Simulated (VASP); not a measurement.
# Cu3Pt (Pm-3m) in VASP: further runs, part 2 of 3

VASP 6.6.1. Earlier steps stand in the parts before.

## Step 3: Electric field gradients, LDA (volume scaled by 0.98)

INCAR

```
SYSTEM = Cu3Pt
ALGO = Normal ; EDIFF = 1E-8
ENCUT = 520 ; ISIF = 2
ISMEAR = -1 ; LASPH = .True.
LCHARG = .False. ; LEFG = .True.
LREAL = .False. ; LWAVE = .False.
NBANDS = 30 ; NELM = 100
PREC = Accurate ; SIGMA = 0.05
```

KPOINTS

```
k-points
0
Gamma
  9 9 9
  0 0 0
```

POSCAR

```
Cu3Pt
1.0
    3.6850999209      0.0000000000      0.0000000000
    0.0000000000      3.6850999209      0.0000000000
    0.0000000000      0.0000000000      3.6850999209
Cu Pt
3 1
Direct
    0.0000000000      0.5000000000      0.5000000000
    0.5000000000      0.0000000000      0.5000000000
    0.5000000000      0.5000000000      0.0000000000
    0.0000000000      0.0000000000      0.0000000000
```

Potentials or basis: VASP PAW LDA potentials, release 64 (Cu, Pt).

Command:

```
cat potpaw_LDA.64/Cu/POTCAR potpaw_LDA.64/Pt/POTCAR > POTCAR
mpirun -np 1 vasp_std > vasp.out
```

OUTCAR:

```text
SYSTEM = Cu3Pt
   EDIFF = 1E-8
   ENCUT = 520
   ISIF = 2
   ISMEAR = -1
   LASPH = .True.
   LREAL = .False.
   NELM = 100
   PREC = Accurate

 ion  position               nearest neighbor table
   1  0.000  0.500  0.500-   2 2.61   3 2.61   4 2.61   3 2.61   4 2.61   2 2.61   4 2.61   4 2.61
                             2 2.61   3 2.61   3 2.61   2 2.61
   2  0.500  0.000  0.500-   1 2.61   3 2.61   4 2.61   3 2.61   4 2.61   1 2.61   3 2.61   3 2.61
                             1 2.61   4 2.61   4 2.61   1 2.61
   3  0.500  0.500  0.000-   1 2.61   2 2.61   4 2.61   1 2.61   2 2.61   2 2.61   4 2.61   2 2.61
                             1 2.61   4 2.61   1 2.61   4 2.61
   4  0.000  0.000  0.000-   1 2.61   2 2.61   3 2.61   1 2.61   2 2.61   1 2.61   3 2.61   1 2.61
                             2 2.61   3 2.61   2 2.61   3 2.61

  LATTYP: Found a simple cubic cell.
 ALAT       =     3.6850999209

  Lattice vectors:

 A1 = (   3.6850999209,   0.0000000000,   0.0000000000)
 A2 = (   0.0000000000,   3.6850999209,   0.0000000000)
 A3 = (   0.0000000000,   0.0000000000,   3.6850999209)

Analysis of symmetry for initial positions (statically):
=====================================================================
[... 1001 lines left out ...]
      0.00000      0.00000      0.00000         0.000000      0.000000      0.000000
 -----------------------------------------------------------------------------------
    total drift:                                0.000000      0.000000      0.000000

  FREE ENERGIE OF THE ION-ELECTRON SYSTEM (eV)
  ---------------------------------------------------
  free  energy   TOTEN  =       -22.0979774658 eV

  energy  without entropy=      -22.0834769435  energy(sigma->0) =      -22.09072720

 Electric field gradients (V/A^2)
---------------------------------------------------------------------
 ion       V_xx      V_yy      V_zz      V_xy      V_xz      V_yz
---------------------------------------------------------------------
   1      29.354   -14.677   -14.677    -0.000    -0.000    -0.000
   2     -14.677    29.354   -14.677     0.000    -0.000    -0.000
   3     -14.677   -14.677    29.354    -0.000    -0.000    -0.000
   4      -0.000    -0.000    -0.000    -0.000    -0.000    -0.000
---------------------------------------------------------------------

 Electric field gradients after diagonalization (V/A^2)
 (convention: |V_zz| > |V_xx| > |V_yy|)
----------------------------------------------------------------------
 ion       V_xx      V_yy      V_zz     asymmetry (V_yy - V_xx)/ V_zz
----------------------------------------------------------------------
   1     -14.677   -14.677    29.354       0.000
   2     -14.677   -14.677    29.354       0.000
   3     -14.677   -14.677    29.354       0.000
   4      -0.000    -0.000    -0.000      -0.716
----------------------------------------------------------------------

           NMR quadrupolar parameters

 Cq : quadrupolar parameter    Cq=e*Q*V_zz/h
 eta: asymmetry parameters     (V_yy - V_xx)/ V_zz
 Q  : nuclear electric quadrupole moment in mb (millibarn)
----------------------------------------------------------------------
 ion       Cq(MHz)       eta       Q (mb)
----------------------------------------------------------------------
   1       0.071       0.000       1.000
   2       0.071       0.000       1.000
   3       0.071       0.000       1.000
   4      -0.000      -0.716       1.000
----------------------------------------------------------------------
```

OSZICAR:

```text
N       E                     dE             d eps       ncg     rms          rms(c)
DAV:   1     0.350290536711E+03    0.35029E+03   -0.18997E+04  2260   0.234E+03
DAV:   2     0.109431191535E+02   -0.33935E+03   -0.32103E+03  2112   0.410E+02
DAV:   3    -0.244960707414E+02   -0.35439E+02   -0.33483E+02  2354   0.164E+02
DAV:   4    -0.254983714860E+02   -0.10023E+01   -0.99954E+00  2958   0.344E+01
DAV:   5    -0.255151204358E+02   -0.16749E-01   -0.16747E-01  3148   0.342E+00    0.187E+01
DAV:   6    -0.252518133494E+02    0.26331E+00   -0.33456E+01  2376   0.159E+02    0.120E+01
DAV:   7    -0.221819096545E+02    0.30699E+01   -0.14552E+01  2724   0.937E+01    0.366E+00
DAV:   8    -0.221233431300E+02    0.58567E-01   -0.58906E-01  2914   0.717E+00    0.194E+00
DAV:   9    -0.221009341290E+02    0.22409E-01   -0.53097E-02  3324   0.255E+00    0.456E-01
DAV:  10    -0.220983604515E+02    0.25737E-02   -0.96768E-03  2886   0.106E+00    0.186E-01
DAV:  11    -0.220980386444E+02    0.32181E-03   -0.12539E-03  2910   0.977E-01    0.831E-02
DAV:  12    -0.220979821186E+02    0.56526E-04   -0.52681E-04  2992   0.303E-01    0.208E-02
DAV:  13    -0.220979794858E+02    0.26328E-05   -0.73833E-06  3272   0.367E-02    0.117E-02
DAV:  14    -0.220979774414E+02    0.20444E-05   -0.67593E-06  2850   0.234E-02    0.119E-03
DAV:  15    -0.220979774653E+02   -0.23908E-07   -0.32180E-07  2784   0.793E-03    0.115E-03
DAV:  16    -0.220979774658E+02   -0.46111E-09   -0.95910E-09  1530   0.123E-03
   1 F= -.22097977E+02 E0= -.22090727E+02  d E =-.145005E-01
```

Run time: 23 s. Hardware: 1 thread of Intel Xeon 6975P-C (Granite Rapids), shared host; peak memory 0.17 GiB.

Results:

| Item | Value |
| --- | --- |
| Free energy | -22.0980 eV |
| Pressure | -8.0 GPa |

Electric field gradients, principal values (V/Å²):
```csv
atom,least,middle,greatest (by size)
1 Cu,-14.677,-14.677,29.354
2 Cu,-14.677,-14.677,29.354
3 Cu,-14.677,-14.677,29.354
4 Pt,0.000,0.000,0.000
```

Caveat: without QUAD_EFG the Cq values of the log hold for a quadrupole moment of 1 mb, not for the nuclei; spin-orbit coupling is left out, which moves the levels of the heavy elements.

## Step 4: Electric field gradients, LDA (volume scaled by 1.01)

INCAR

```
SYSTEM = Cu3Pt
ALGO = Normal
EDIFF = 1E-8
ENCUT = 520
GGA = CA
ISIF = 2
ISMEAR = -1
LASPH = .TRUE.
LCHARG = .FALSE.
LEFG = .TRUE.
LREAL = .FALSE.
LWAVE = .FALSE.
NBANDS = 30
NELM = 60
PREC = Accurate
SIGMA = 0.05
```

KPOINTS

```
k-points
0
G
  9 9 9
  0 0 0
```

POSCAR

```
Cu3Pt
1.0
    3.7223256719      0.0000000000      0.0000000000
    0.0000000000      3.7223256719      0.0000000000
    0.0000000000      0.0000000000      3.7223256719
Cu Pt
3 1
Direct
    0.0000000000      0.5000000000      0.5000000000
    0.5000000000      0.0000000000      0.5000000000
    0.5000000000      0.5000000000      0.0000000000
    0.0000000000      0.0000000000      0.0000000000
```

Potentials or basis: VASP PAW LDA potentials, release 64 (Cu, Pt).

Command:

```
cat potpaw_LDA.64/Cu/POTCAR potpaw_LDA.64/Pt/POTCAR > POTCAR
mpirun -np 1 vasp_std > vasp.out
```

OUTCAR:

```text
SYSTEM = Cu3Pt
   EDIFF = 1E-8
   ENCUT = 520
   GGA = CA
   ISIF = 2
   ISMEAR = -1
   LASPH = .TRUE.
   LREAL = .FALSE.
   NELM = 60
   PREC = Accurate

 ion  position               nearest neighbor table
   1  0.000  0.500  0.500-   2 2.63   3 2.63   4 2.63   3 2.63   4 2.63   2 2.63   4 2.63   4 2.63
                             2 2.63   3 2.63   3 2.63   2 2.63
   2  0.500  0.000  0.500-   1 2.63   3 2.63   4 2.63   3 2.63   4 2.63   1 2.63   3 2.63   3 2.63
                             1 2.63   4 2.63   4 2.63   1 2.63
   3  0.500  0.500  0.000-   1 2.63   2 2.63   4 2.63   1 2.63   2 2.63   2 2.63   4 2.63   2 2.63
                             1 2.63   4 2.63   1 2.63   4 2.63
   4  0.000  0.000  0.000-   1 2.63   2 2.63   3 2.63   1 2.63   2 2.63   1 2.63   3 2.63   1 2.63
                             2 2.63   3 2.63   2 2.63   3 2.63

  LATTYP: Found a simple cubic cell.
 ALAT       =     3.7223256719

  Lattice vectors:

 A1 = (   3.7223256719,   0.0000000000,   0.0000000000)
 A2 = (   0.0000000000,   3.7223256719,   0.0000000000)
 A3 = (   0.0000000000,   0.0000000000,   3.7223256719)

Analysis of symmetry for initial positions (statically):
=====================================================================
 Subroutine PRICEL returns:
 Original cell was already a primitive cell.

 Routine SETGRP: Setting up the symmetry group for a
 simple cubic supercell.

 Subroutine GETGRP returns: Found 48 space group operations
 (whereof 48 operations were pure point group operations)
 out of a pool of 48 trial point group operations.

The static configuration has the point symmetry O_h .

Analysis of symmetry for dynamics (positions and initial velocities):
[... 966 lines left out ...]
  FORCE on cell =-STRESS in cart. coord.  units (eV):
  Direction    XX          YY          ZZ          XY          YZ          ZX
  --------------------------------------------------------------------------------------
  -------------------------------------------------------------------------------------
  Total       -4.1174934     -4.1174934     -4.1174934      0.0000000      0.0000000     -0.0000000
  in kB     -127.9087910   -127.9087910   -127.9087910      0.0000000      0.0000000     -0.0000000
  external PRESSURE =    -127.9087910 kB  Pullay stress =       0.0000000 kB

 VOLUME and BASIS-vectors are now :
 -----------------------------------------------------------------------------
  energy-cutoff  :      520.00
  volume of cell :       51.58
      direct lattice vectors                 reciprocal lattice vectors
     3.722325672  0.000000000  0.000000000     0.268649250  0.000000000  0.000000000
     0.000000000  3.722325672  0.000000000     0.000000000  0.268649250  0.000000000
     0.000000000  0.000000000  3.722325672     0.000000000  0.000000000  0.268649250

 POSITION                                       TOTAL-FORCE (eV/Angst)
 -----------------------------------------------------------------------------------
      0.00000      1.86116      1.86116         0.000000      0.000000      0.000000
      1.86116      0.00000      1.86116         0.000000      0.000000      0.000000
      1.86116      1.86116      0.00000         0.000000      0.000000      0.000000
      0.00000      0.00000      0.00000         0.000000      0.000000      0.000000
 -----------------------------------------------------------------------------------
    total drift:                                0.000000      0.000000      0.000000

  FREE ENERGIE OF THE ION-ELECTRON SYSTEM (eV)
  ---------------------------------------------------
  free  energy   TOTEN  =       -21.9986758643 eV

  energy  without entropy=      -21.9846364464  energy(sigma->0) =      -21.99165616

 Electric field gradients (V/A^2)
---------------------------------------------------------------------
 ion       V_xx      V_yy      V_zz      V_xy      V_xz      V_yz
---------------------------------------------------------------------
   1      27.732   -13.866   -13.866    -0.000    -0.000    -0.000
   2     -13.866    27.732   -13.866     0.000    -0.000    -0.000
   3     -13.866   -13.866    27.732    -0.000    -0.000    -0.000
   4      -0.000    -0.000     0.000    -0.000     0.000     0.000
---------------------------------------------------------------------

 Electric field gradients after diagonalization (V/A^2)
 (convention: |V_zz| > |V_xx| > |V_yy|)
----------------------------------------------------------------------
 ion       V_xx      V_yy      V_zz     asymmetry (V_yy - V_xx)/ V_zz
----------------------------------------------------------------------
   1     -13.866   -13.866    27.732       0.000
   2     -13.866   -13.866    27.732       0.000
   3     -13.866   -13.866    27.732       0.000
   4       0.000    -0.000    -0.000       1.143
----------------------------------------------------------------------

           NMR quadrupolar parameters

 Cq : quadrupolar parameter    Cq=e*Q*V_zz/h
 eta: asymmetry parameters     (V_yy - V_xx)/ V_zz
 Q  : nuclear electric quadrupole moment in mb (millibarn)
----------------------------------------------------------------------
 ion       Cq(MHz)       eta       Q (mb)
----------------------------------------------------------------------
   1       0.067       0.000       1.000
   2       0.067       0.000       1.000
   3       0.067       0.000       1.000
   4      -0.000       1.143       1.000
----------------------------------------------------------------------
```

OSZICAR:

```text
N       E                     dE             d eps       ncg     rms          rms(c)
DAV:   1     0.341059465455E+03    0.34106E+03   -0.18845E+04  2276   0.231E+03
DAV:   2     0.915845371423E+01   -0.33190E+03   -0.31405E+03  2106   0.399E+02
DAV:   3    -0.243797229884E+02   -0.33538E+02   -0.31623E+02  2332   0.158E+02
DAV:   4    -0.253731646949E+02   -0.99344E+00   -0.98977E+00  2898   0.338E+01
DAV:   5    -0.253895794508E+02   -0.16415E-01   -0.16412E-01  3166   0.331E+00    0.182E+01
DAV:   6    -0.253163781418E+02    0.73201E-01   -0.34501E+01  2358   0.160E+02    0.122E+01
DAV:   7    -0.220792068578E+02    0.32372E+01   -0.15040E+01  2730   0.930E+01    0.340E+00
DAV:   8    -0.220219227324E+02    0.57284E-01   -0.61754E-01  2922   0.717E+00    0.179E+00
DAV:   9    -0.220018042156E+02    0.20119E-01   -0.52175E-02  2954   0.232E+00    0.478E-01
DAV:  10    -0.219989980348E+02    0.28062E-02   -0.10052E-02  2930   0.116E+00    0.175E-01
DAV:  11    -0.219987425319E+02    0.25550E-03   -0.11623E-03  3062   0.921E-01    0.861E-02
DAV:  12    -0.219986802862E+02    0.62246E-04   -0.52990E-04  3040   0.295E-01    0.194E-02
DAV:  13    -0.219986780814E+02    0.22048E-05   -0.68978E-06  3270   0.370E-02    0.122E-02
DAV:  14    -0.219986758420E+02    0.22394E-05   -0.71989E-06  2812   0.236E-02    0.117E-03
DAV:  15    -0.219986758668E+02   -0.24846E-07   -0.30028E-07  2776   0.738E-03    0.119E-03
DAV:  16    -0.219986758643E+02    0.25402E-08   -0.11494E-08  1506   0.138E-03
   1 F= -.21998676E+02 E0= -.21991656E+02  d E =-.140394E-01
```

Run time: 23 s. Hardware: 1 thread of Intel Xeon 6975P-C (Granite Rapids), shared host; peak memory 0.17 GiB.

Results:

```yaml
Free_energy: -21.9987 eV
Pressure: -12.8 GPa
```

Levels at points of the mesh, in eV from the Fermi level:
| k point | band 18 | band 19 | band 20 | band 21 | band 22 | band 23 | band 24 | band 25 |
| --- | --- | --- | --- | --- | --- | --- | --- | --- |
| (0.00, 0.00, 0.00) | -0.67 | -0.13 | -0.13 | -0.13 | 1.90 | 1.90 | 1.90 | 7.09 |

Electric field gradients, principal values (V/Å²):
```tsv
atom	least	middle	greatest (by size)
1 Cu	-13.866	-13.866	27.732
2 Cu	-13.866	-13.866	27.732
3 Cu	-13.866	-13.866	27.732
4 Pt	0.000	0.000	0.000
```

Caveat: without QUAD_EFG the Cq values of the log hold for a quadrupole moment of 1 mb, not for the nuclei; spin-orbit coupling is left out, which moves the levels of the heavy elements.

(Continued in part 3 of 3.)
